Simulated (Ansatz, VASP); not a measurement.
**One calculation of AlN, two programs**

```
Al N
1.0
     3.35776    0.00000    0.00000
    -1.67888    2.90790    0.00000
     0.00000    0.00000    4.20320
Al N
2 2
Direct
  0.33333 0.66667 0.76094
  0.66667 0.33333 0.26094
  0.33333 0.66667 0.22893
  0.66667 0.33333 0.72893
```

Change from the starting cell: mode 4 frozen in at -0.086 Å, equal normal strain along x, y and z +0.0250.

Alike in both runs: task single point; functional LDA; k mesh 9 × 9 × 6; occupations gaussian, width 0.05 eV; no spin polarisation.

```csv
,VASP,Ansatz
version,VASP 6.6.1,Ansatz 0.2.0
potentials or method,"VASP PAW LDA potentials, release 64 (Al, N), cutoff 520 eV","scalar-relativistic, plane waves, PAW"
valence electrons in the cell,16,16
```

VASP gave:

| Item | Value |
| --- | --- |
| gap on the k mesh at the Fermi level (eV) | 3.16 |
| least direct gap on the mesh (eV) | 3.16 |
| pressure (GPa) | -12.5 |
| traceless stress, the component that is largest in VASP (GPa) | 6.21 |
| rms of the force components (eV/Å) | 0.154 |

Q: What did Ansatz give for the same quantities?

A: gap on the k mesh at the Fermi level (eV): 3.15; least direct gap on the mesh (eV): 3.15; pressure (GPa): -13.0; traceless stress, the component that is largest in VASP (GPa): 6.24; rms of the force components (eV/Å): 0.144.

Ansatz warns that its potentials were made for another functional, while VASP's fit it. LDA's correlation is that of Perdew and Zunger in VASP and of Perdew and Wang (1992) in Ansatz. Atom by atom the forces differ by 0.010 eV/Å (rms over components).
